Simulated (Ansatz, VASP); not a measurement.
## Ti2Co in VASP and in Ansatz

File POSCAR:

```
Ti2Co
1.0
    0.0000000000      3.5644678041      3.5644678041
    3.5644678041      0.0000000000      3.5644678041
    3.5644678041      3.5644678041      0.0000000000
Ti Co
4 2
Direct
    0.1250000000      0.1250000000      0.1250000000
    0.6250000000      0.1250000000      0.1250000000
    0.1250000000      0.1250000000      0.6250000000
    0.1250000000      0.6250000000      0.1250000000
    0.5000000000      0.5000000000      0.5000000000
    0.7500000000      0.7500000000      0.7500000000
```

INCAR.step1

```
  ALGO = Normal
  EDIFF = 1E-4
  ENCUT = 520
  GGA = PE
  ISMEAR = 0
  ISPIN = 2
  LASPH = True
  LCHARG = False
  LMAXMIX = 4
  LREAL = False
  LWAVE = True
  MAGMOM = 0.41 0.41 0.41 0.41 1.94 1.94
  NBANDS = 46
  NELM = 150
  PREC = Accurate
  SIGMA = 0.1
```

INCAR.step2

```
  ALGO = Normal
  EDIFF = 1E-6
  ENCUT = 520
  ISIF = 2
  ISMEAR = 0
  ISPIN = 2
  ISTART = 1
  LASPH = True
  LCHARG = False
  LMAXMIX = 4
  LMIXTAU = True
  LORBIT = 11
  LREAL = False
  LWAVE = False
  MAGMOM = 0.41 0.41 0.41 0.41 1.94 1.94
  METAGGA = R2SCAN
  NBANDS = 46
  NELM = 150
  PREC = Accurate
  SIGMA = 0.1
```

File KPOINTS:

```
k-points
0
Gamma
  10 10 10
```

Input for Ansatz:

```yaml
crystal:
  lattice:
    - [0.0, 3.5644595629, 3.5644595629]
    - [3.5644595629, 0.0, 3.5644595629]
    - [3.5644595629, 3.5644595629, 0.0]
  atoms:
    - { symbol: Ti, position: [0.125, 0.125, 0.125], spin: 0.41 }
    - { symbol: Ti, position: [0.625, 0.125, 0.125], spin: 0.41 }
    - { symbol: Ti, position: [0.125, 0.125, 0.625], spin: 0.41 }
    - { symbol: Ti, position: [0.125, 0.625, 0.125], spin: 0.41 }
    - { symbol: Co, position: [0.5, 0.5, 0.5], spin: 1.94 }
    - { symbol: Co, position: [0.75, 0.75, 0.75], spin: 1.94 }
basis:
  ecutwfc: 500
kpoints:
  mp_grid: { grid: [10, 10, 10] }
  band_path:
    path:
      - [[0.0, 0.0, 0.0], [0.5, 0.0, 0.5], [0.625, 0.25, 0.625]]
      - [[0.375, 0.375, 0.75], [0.0, 0.0, 0.0], [0.5, 0.5, 0.5], [0.5, 0.25, 0.75], [0.5, 0.0, 0.5]]
    npoints: 14
hamiltonian:
  xc: r2scan
scf:
  occupations: { method: gaussian, width: 0.1 }
  n_extra_bands: 15
output:
  forces: true
  stress: true
  eigenvalues: true
  populations: true
  dos: { projected: true, de: 0.02, nscf_kmesh: { grid: [15, 15, 15] } }
  bader: true
  write_density: true
  write_potential: true
  elf: true
  volumetric_format: npy
magnetization:
  spin_polarized: true
checkpoint:
  read: start.run
  write: ck
  compress: false
  write_wavefunctions: false
  write_every: 100000
```

Alike in both runs: task single point; functional r2SCAN; k mesh 10 × 10 × 10; occupations gaussian, width 0.1 eV; collinear spin.

|  | VASP | Ansatz |
| --- | --- | --- |
| version | VASP 6.6.1 | Ansatz 0.2.0 |
| potentials or method | VASP PAW PBE potentials, release 64 (Ti_sv, Co), cutoff 520 eV | scalar-relativistic, plane waves, PAW |
| valence electrons in the cell | 66 | 82 |

Ansatz gave:

```
gap on the k mesh at the Fermi level (eV)                     : none
pressure (GPa)                                                : 0.0
net moment per atom (μB)                                      : 0.81
size of the moment on the site where the two differ most (μB) : 0.38
```

Task: Which values does VASP return?

Result: gap on the k mesh at the Fermi level (eV): none; pressure (GPa): 0.5; net moment per atom (μB): 0.80; size of the moment on the site where the two differ most (μB): 0.41.

VASP's potentials were made for PBE, not for r2SCAN. Site moments also hang on the region over which each program counts them. A gap of «none» marks a metal or a gap that the smearing closes. The functional is the same, so the differences come from potentials, cutoffs and numerics. VASP's potentials hold 66 valence electrons a cell and Ansatz's 82, so a difference there can come from the potentials and not from the codes. Ansatz's warnings: stability check not made.
